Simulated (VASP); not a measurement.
# CoSi (CsCl type) (Pm-3m) in VASP: a series of runs

CoSi (CsCl type) is run at these levels: PBE; tasks: single point.

Everything below comes from runs of VASP 6.6.1. Logs are shortened: lines on timing, memory, paths and dates and some standing lists are left out, and cuts for length are marked.

**1. The cell of the first run**

The structure is cubic, space group Pm-3m (No. 221). The conventional cell has a = 2.278 Å, b = 2.278 Å, c = 2.278 Å, α = 90.00°, β = 90.00°, γ = 90.00°. Within 2.6 Å of Co (site symmetry m-3m) lie 8 Si at 1.97 Å and 6 Co at 2.28 Å. Si (site symmetry m-3m) has 8 Co at 1.97 Å and 6 Si at 2.28 Å within 2.6 Å.

**2. Single point, PBE (volume scaled by 0.55)**

The input, INCAR:

```
PREC = Accurate
ENCUT = 600
EDIFF = 1E-6
ISMEAR = -1
SIGMA = 0.1
LREAL = False
LASPH = True
NELM = 120
ALGO = Normal
ISIF = 2
LWAVE = False
LCHARG = False
GGA = PE
NBANDS = 14
GGA_COMPAT = False
```

The input, KPOINTS:

```
Automatic mesh
0
Gamma
  14 14 14
```

The input, POSCAR:

```
CoSi
1.0
    2.2780229704      0.0000000000      0.0000000000
    0.0000000000      2.2780229704      0.0000000000
    0.0000000000      0.0000000000      2.2780229704
Co Si
1 1
Direct
    0.0000000000      0.0000000000      0.0000000000
    0.5000000000      0.5000000000      0.5000000000
```

Potentials or basis: VASP PAW PBE potentials, release 64 (Co, Si).

On the command line:

```
$ cat potpaw_PBE.64/Co/POTCAR potpaw_PBE.64/Si/POTCAR > POTCAR
$ mpirun -np 1 vasp_std > vasp.out
```

OUTCAR:

```text
PREC = Accurate
   ENCUT = 600
   EDIFF = 1E-6
   ISMEAR = -1
   LREAL = False
   LASPH = True
   NELM = 120
   ISIF = 2
   GGA = PE

 ion  position               nearest neighbor table
   1  0.000  0.000  0.000-   2 1.97   2 1.97   2 1.97   2 1.97   2 1.97   2 1.97   2 1.97   2 1.97

   2  0.500  0.500  0.500-   1 1.97   1 1.97   1 1.97   1 1.97   1 1.97   1 1.97   1 1.97   1 1.97

  LATTYP: Found a simple cubic cell.
 ALAT       =     2.2780229704

  Lattice vectors:

 A1 = (   2.2780229704,   0.0000000000,   0.0000000000)
 A2 = (   0.0000000000,   2.2780229704,   0.0000000000)
 A3 = (   0.0000000000,   0.0000000000,   2.2780229704)

Analysis of symmetry for initial positions (statically):
=====================================================================
 Subroutine PRICEL returns:
 Original cell was already a primitive cell.

 Routine SETGRP: Setting up the symmetry group for a
 simple cubic supercell.

 Subroutine GETGRP returns: Found 48 space group operations
 (whereof 48 operations were pure point group operations)
 out of a pool of 48 trial point group operations.

The static configuration has the point symmetry O_h .

Analysis of symmetry for dynamics (positions and initial velocities):
=====================================================================
 Subroutine PRICEL returns:
 Original cell was already a primitive cell.

 Routine SETGRP: Setting up the symmetry group for a
 simple cubic supercell.

 Subroutine GETGRP returns: Found 48 space group operations
 (whereof 48 operations were pure point group operations)
 out of a pool of 48 trial point group operations.

The dynamic configuration has the point symmetry O_h .

 Subroutine INISYM returns: Found 48 space group operations
 (whereof 48 operations are pure point group operations),
 and found     1 'primitive' translations

----------------------------------------------------------------------------------------

                                     Primitive cell

  volume of cell :      11.8215

  direct lattice vectors                    reciprocal lattice vectors
     2.278022970  0.000000000  0.000000000     0.438977136  0.000000000  0.000000000
     0.000000000  2.278022970  0.000000000     0.000000000  0.438977136  0.000000000
     0.000000000  0.000000000  2.278022970     0.000000000  0.000000000  0.438977136

  length of vectors
     2.278022970  2.278022970  2.278022970     0.438977136  0.438977136  0.438977136

  position of ions in fractional coordinates (direct lattice)
     0.000000000  0.000000000  0.000000000
     0.500000000  0.500000000  0.500000000

  ion indices of the primitive-cell ions
   primitive index   ion index
                 1           1
                 2           2

----------------------------------------------------------------------------------------

 KPOINTS: Automatic mesh

Automatic generation of k-mesh.
 Grid dimensions read from file:
 generate k-points for:   14   14   14

 Generating k-lattice:

  Cartesian coordinates                     Fractional coordinates (reciprocal lattice)
     0.031355510  0.000000000  0.000000000     0.071428571  0.000000000  0.000000000
     0.000000000  0.031355510  0.000000000     0.000000000  0.071428571  0.000000000
     0.000000000  0.000000000  0.031355510     0.000000000  0.000000000  0.071428571

  Length of vectors
     0.031355510  0.031355510  0.031355510

  Shift w.r.t. Gamma in fractional coordinates (k-lattice)
     0.000000000  0.000000000  0.000000000

 Subroutine IBZKPT returns following result:
 ===========================================

 Found    120 irreducible k-points:

 Following reciprocal coordinates:
            Coordinates               Weight
  0.000000  0.000000  0.000000      1.000000
  0.071429  0.000000  0.000000      6.000000
  0.142857  0.000000  0.000000      6.000000
  0.214286  0.000000  0.000000      6.000000
  0.285714  0.000000  0.000000      6.000000
  0.357143  0.000000  0.000000      6.000000
[... 16 lines left out ...]
  0.285714  0.214286  0.000000     24.000000
  0.357143  0.214286  0.000000     24.000000
 [... further k-points ...]
   k-points           NKPTS =    120   k-points in BZ     NKDIM =    120   number of bands    NBANDS=     14
   number of dos      NEDOS =    301   number of ions     NIONS =      2
   total plane-waves  NPLWV =   5832
   dimension x,y,z NGX =    18 NGY =   18 NGZ =   18
   dimension x,y,z NGXF=    36 NGYF=   36 NGZF=   36
   ions per type =               1   1
   NGX,Y,Z   is equivalent  to a cutoff of  13.14, 13.14, 13.14 a.u.
   NGXF,Y,Z  is equivalent  to a cutoff of  26.27, 26.27, 26.27 a.u.
 SYSTEM =  unknown system
   PREC   = accura    normal or accurate (medium, high low for compatibility)
   ISTART =      0    job   : 0-new  1-cont  2-samecut
   ICHARG =      2    charge: 1-file 2-atom 10-const
   ISPIN  =      1    spin polarized calculation?
   LNONCOLLINEAR =      F non collinear calculations
   LSORBIT =      F    spin-orbit coupling
   LASPH  =      T    aspherical Exc in radial PAW
   ENCUT  =  600.0 eV  44.10 Ry    6.64 a.u.   4.55  4.55  4.55*2*pi/ulx,y,z
   NELM   =    120;   NELMIN=  2; NELMDL= -5     # of ELM steps
   EDIFF  = 0.1E-05   stopping-criterion for ELM
   LREAL  =      F    real-space projection
   EDIFFG = 0.1E-04   stopping-criterion for IOM
   NSW    =      0    number of steps for IOM
   IBRION =     -1    ionic relax: 0-MD 1-quasi-New 2-CG
   NFREE  =      0    steps in history (QN), initial steepest desc. (CG)
   ISIF   =      2    stress and relaxation
   ISYM   =      2    0-nonsym 1-usesym 2-fastsym
   POTIM  = 0.5000    time-step for ionic-motion
   TEBEG  =    0.0;   TEEND  =   0.0 temperature during run
   PSTRESS=    0.0 pullay stress
   NELECT =      13.0000    total number of electrons
   NUPDOWN=      -1.0000    fix difference up-down
   EMIN   =  10.00;   EMAX   =-10.00  energy-range for DOS
   EFERMI =   0.00;   METHOD = LEGACY
   ISMEAR =    -1;   SIGMA  =   0.10  broadening in eV -4-tet -1-fermi 0-gaus
   EFERMI_NEDOS =   21; number of points for ismear=-14 and -15
   IALGO  =     38    algorithm
   IMIX   =      4    mixing-type and parameters
     AMIX     =   0.40;   BMIX     =  1.00
     AMIX_MAG =   1.60;   BMIX_MAG =  1.00
  volume/ion in A,a.u.               =       5.91        39.89
  Fermi-wavevector in a.u.,A,eV,Ry     =   1.689784  3.193229 38.849665  2.855370
  Thomas-Fermi vector in A             =   2.771848
   LORBIT       =      0    0 simple, 1 ext, 2 COOP (PROOUT), +10 PAW based schemes
   GGA     = PE    functional components
   LHFCALC =     F    Hartree Fock is set to
   AEXX    =    0.0000 exact exchange contribution
   IVDW    =     0    specifies the selected vdW correction
   LEPSILON=     F    determine dielectric tensor
   LRPA    =     F    only Hartree local field effects (RPA)
 non-spin polarized calculation
  energy-cutoff  :      600.00
  volume of cell :       11.82
 maximum number of plane-waves:       407
   NGX =  9   NGY =  9   NGZ =  9

 number of electron      13.0000001 magnetization

 Free energy of the ion-electron system (eV)
  ---------------------------------------------------
  ext. energy  EPLUGINS =         0.00000000
  ---------------------------------------------------
  free energy    TOTEN  =        -4.54000907 eV

  energy without entropy =       -4.50725400  energy(sigma->0) =       -4.52363153

 E-fermi :  25.6384     XC(G=0): -16.3024

 val. band max:       25.6320225818   @ k =   0.3571   0.3571   0.1429
 cond. band min:      25.6420842340   @ k =   0.4286   0.2143   0.2143
 fundamental gap:      0.0100616522
 Fermi energy:        25.6384486966

 k-point     1 :       0.0000    0.0000    0.0000
  band No.  band energies     occupation
      1       5.0514      2.00000
      2      16.3257      2.00000
      3      16.3257      2.00000
      4      22.4994      2.00000
      5      22.4994      2.00000
      6      22.4994      2.00000
      7      31.0896      0.00000
      8      31.0896      0.00000
      9      31.0896      0.00000
     10      34.8865      0.00000
     11      34.8865      0.00000
     12      52.2446      0.00000
     13      52.5864      0.00000
     14      52.5864      0.00000

 k-point     2 :       0.0714    0.0000    0.0000
  band No.  band energies     occupation
      1       5.2090      2.00000
      2      16.3256      2.00000
      3      16.4035      2.00000
      4      22.3223      2.00000
      5      22.3223      2.00000
      6      22.5195      2.00000
      7      30.0977      0.00000
      8      31.3558      0.00000
      9      31.3558      0.00000
     10      34.6801      0.00000
     11      35.9316      0.00000
     12      51.0759      0.00000
     13      51.0759      0.00000
     14      52.5450      0.00000

 k-point     3 :       0.1429    0.0000    0.0000
  band No.  band energies     occupation
      1       5.6750      2.00000
      2      16.2753      2.00000
      3      16.6290      2.00000
      4      21.8680      2.00000
      5      21.8680      2.00000
      6      22.5763      2.00000
      7      28.4216      0.00000
      8      32.0798      0.00000
      9      32.0798      0.00000
     10      34.0944      0.00000
     11      37.7975      0.00000
     12      48.9532      0.00000
     13      48.9532      0.00000
     14      52.1712      0.00000
[... 324 lines left out ...]
 k-point    23 :       0.2857    0.2143    0.0000
  band No.  band energies     occupation
      1       8.6301      2.00000
      2      16.0250      2.00000
      3      17.1600      2.00000
      4      19.7393      2.00000
      5      20.8871      2.00000
      6      21.6128      2.00000
      7      26.1828      0.00861
      8      30.0662      0.00000
      9      34.3750      0.00000
     10      36.3195      0.00000
     11      41.9655      0.00000
     12      44.7800      0.00000
     13      45.2296      0.00000
     14      47.5281      0.00000

 k-point    24 :       0.3571    0.2143    0.0000
  band No.  band energies     occupation
      1       9.7363      2.00000
      2      15.0021      2.00000
      3      17.6714      2.00000
      4      19.4936      2.00000
      5      20.4481      2.00000
      6      21.6895      2.00000
      7      25.5466      1.42931
      8      30.6120      0.00000
      9      33.7539      0.00000
     10      37.6117      0.00000
     11      40.9454      0.00000
     12      43.4891      0.00000
     13      46.5504      0.00000
     14      47.7617      0.00000

 [... further k-points ...]
[... 5 lines left out ...]
  --------------------------------------------------------------------------------------
  -------------------------------------------------------------------------------------
  Total       37.0377592     37.0377592     37.0377592      0.0000000     -0.0000000      0.0000000
  in kB     5019.7373006   5019.7373006   5019.7373006      0.0000000     -0.0000000      0.0000000
  external PRESSURE =    5019.7373006 kB  Pullay stress =       0.0000000 kB

 VOLUME and BASIS-vectors are now :
 -----------------------------------------------------------------------------
  energy-cutoff  :      600.00
  volume of cell :       11.82
      direct lattice vectors                 reciprocal lattice vectors
     2.278022970  0.000000000  0.000000000     0.438977136  0.000000000  0.000000000
     0.000000000  2.278022970  0.000000000     0.000000000  0.438977136  0.000000000
     0.000000000  0.000000000  2.278022970     0.000000000  0.000000000  0.438977136

 POSITION                                       TOTAL-FORCE (eV/Angst)
 -----------------------------------------------------------------------------------
      0.00000      0.00000      0.00000         0.000000      0.000000      0.000000
      1.13901      1.13901      1.13901         0.000000      0.000000      0.000000
 -----------------------------------------------------------------------------------
    total drift:                               -0.000000     -0.000000     -0.000000

  FREE ENERGIE OF THE ION-ELECTRON SYSTEM (eV)
  ---------------------------------------------------
  free  energy   TOTEN  =        -4.5400090673 eV

  energy  without entropy=       -4.5072540004  energy(sigma->0) =       -4.52363153
```

Wall time 12 s (1 thread of Intel Xeon Platinum 8375C at 2.90GHz (Ice Lake), shared host); peak memory 0.13 GiB.

What came out:

- Free energy: -4.5400 eV
- Pressure: 502.0 GPa

**3. Single point, PBE (volume scaled by 0.64)**

The input, INCAR:

```
SYSTEM = CoSi
PREC = Accurate
ENCUT = 600
EDIFF = 1E-6
ISMEAR = -1
SIGMA = 0.1
LREAL = .False.
LASPH = .True.
NELM = 120
ALGO = Normal
ISIF = 2
LWAVE = .False.
LCHARG = .False.
GGA = PE
NBANDS = 14
GGA_COMPAT = .False.
```

The input, KPOINTS:

```
Automatic mesh
0
Gamma
  14 14 14
  0 0 0
```

The input, POSCAR:

```
CoSi
1.0
    2.3960572675      0.0000000000      0.0000000000
    0.0000000000      2.3960572675      0.0000000000
    0.0000000000      0.0000000000      2.3960572675
Co Si
1 1
Direct
    0.0000000000      0.0000000000      0.0000000000
    0.5000000000      0.5000000000      0.5000000000
```

Potentials or basis: VASP PAW PBE potentials, release 64 (Co, Si).

On the command line:

```
$ cat potpaw_PBE.64/Co/POTCAR potpaw_PBE.64/Si/POTCAR > POTCAR
$ mpirun -np 1 vasp_std > vasp.out
```

Wall time 14 s (1 thread of Intel Xeon Platinum 8375C at 2.90GHz (Ice Lake), shared host); peak memory 0.14 GiB.

The run converged. Its results:

```yaml
Free_energy: -9.0393 eV
Pressure: 267.7 GPa
```

Levels at points of the mesh, in eV from the Fermi level:
| k point | band 3 | band 4 | band 5 | band 6 | band 7 | band 8 | band 9 | band 10 | band 11 | band 12 |
| --- | --- | --- | --- | --- | --- | --- | --- | --- | --- | --- |
| (0.00, 0.00, 0.00) | -7.43 | -2.48 | -2.48 | -2.48 | 4.68 | 4.68 | 4.68 | 8.84 | 8.84 | 22.22 |
| (0.50, 0.00, 0.00) | -5.85 | -4.68 | -4.68 | -2.15 | -0.27 | 5.56 | 11.20 | 11.20 | 13.09 | 13.09 |
| (0.50, 0.50, 0.00) | -7.37 | -7.03 | -4.18 | -4.18 | -0.97 | 3.25 | 4.23 | 12.60 | 17.65 | 18.36 |
| (0.50, 0.50, 0.50) | -9.70 | -0.88 | -0.88 | 0.60 | 0.60 | 0.60 | 1.82 | 6.01 | 6.01 | 6.01 |

 Spin polarisation is off, so any magnetic state and its effect on volume and gap are missing.
